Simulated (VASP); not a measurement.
Crystal: C.

```
C
1.0
     3.56680    0.00000    0.00000
     0.00000   -3.56680    0.00000
     0.00000    0.00000   -3.56680
C
8
Direct
  0.50000 0.00000 0.00000
  0.00000 0.50000 0.00000
  0.00000 0.00000 0.50000
  0.50000 0.50000 0.50000
  0.75000 0.75000 0.75000
  0.25000 0.25000 0.75000
  0.25000 0.75000 0.25000
  0.75000 0.25000 0.25000
```

Base run:

```yaml
Program: VASP 6.6.1
Functional: r2SCAN
Potentials_or_basis: VASP PAW PBE potentials, release 64 (C)
Cutoff: 520 eV
k_mesh: 6 × 6 × 6
Occupations: gaussian, width 0.05 eV
Spin: no spin polarisation
```

Its results: band gap on the k mesh 4.34 eV; pressure -1.3 GPa.

Q: The run is repeated on the same cell with these changes: potentials or basis from VASP PAW PBE potentials, release 64 (C) to VASP PAW PBE potentials, release 64 (C_h); cutoff from 520 eV to 910 eV. What comes out?

A: Band gap on the k mesh 4.37 eV; pressure -3.3 GPa.

Caveats: the PAW data sets were made with another functional, which shifts forces and pressure a little; the cutoff is under 1.25 times the usual one of these potentials, so pressure, stress and relaxed cells hold a basis-set (Pulay) error (some runs).

A k mesh can miss the band edges.
